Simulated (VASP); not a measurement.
A run of VASP 6.6.1 is set up as follows.

The input INCAR:

```
SYSTEM = MoN2
PREC = Accurate ; ENCUT = 520
EDIFF = 1E-6 ; ISMEAR = 0
SIGMA = 0.15 ; LREAL = .False.
LASPH = .True. ; NELM = 100
ALGO = Fast ; ISIF = 2
LWAVE = .False. ; LCHARG = .False.
GGA = PE ; NBANDS = 33
```

Contents of KPOINTS:

```
regular mesh
0
Gamma
  12 12 20
  0 0 0
```

The input POSCAR:

```
MoN2
1.0
    4.4551837637      0.0000000000      0.0000000000
    0.0000000000      4.4551837637      0.0000000000
    0.0000000000      0.0000000000      2.6030942468
Mo N
2 4
Direct
    0.5000000000      0.5000000000      0.0000000000
    0.0000000000      0.0000000000      0.0000000000
    0.8879039728      0.3879039728      0.5000000000
    0.1120960272      0.6120960272      0.5000000000
    0.3879039728      0.1120960272      0.5000000000
    0.6120960272      0.8879039728      0.5000000000
```

Potentials or basis: VASP PAW PBE potentials, release 64 (Mo_sv, N).

Run with:

```console
$ cat potpaw_PBE.64/Mo_sv/POTCAR potpaw_PBE.64/N/POTCAR > POTCAR
$ mpirun -np 1 vasp_std > vasp.out
```

(1) Predict the band gap on the k mesh.

(2) Estimate the pressure.

(3) Estimate the largest force.

Answers

(1) zero (bands 24 and 25 overlap by 2.47 eV).

(2) 1.9 GPa.

(3) 0.649 eV/Å.

Caveat: the stress differs along the axes, from -15 to 36 GPa.
